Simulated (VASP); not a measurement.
A run of VASP 6.6.1:

The input INCAR:

```
PREC = Accurate
ENCUT = 520
EDIFF = 1E-7
ISMEAR = -1
SIGMA = 0.1
LREAL = False
LASPH = True
NELM = 80
ALGO = Normal
ISIF = 2
LWAVE = False
LCHARG = False
GGA = PE
NBANDS = 19
```

Contents of KPOINTS:

```
regular mesh
0
Gamma
  8 8 8
```

POSCAR

```
Hg
1.0
    0.0000000000      3.6620711310      3.6620711310
    3.6620711310      0.0000000000      3.6620711310
    3.6620711310      3.6620711310      0.0000000000
Hg
2
Direct
    0.1250000000      0.1250000000      0.1250000000
    0.8750000000      0.8750000000      0.8750000000
```

Potentials or basis: VASP PAW PBE potentials, release 64 (Hg).

Run with:

```bash
$ cat potpaw_PBE.64/Hg/POTCAR > POTCAR
$ mpirun -np 1 vasp_std > vasp.out
```

Hardware: 1 thread of AMD EPYC 7R13 (shared host).

Q: How long does it take, and how much memory?

A: Run time: 120 s on 1 thread of AMD EPYC 7R13, with other jobs on the host, peak memory 0.21 GiB. Counts: scf iterations 11, k points 29.
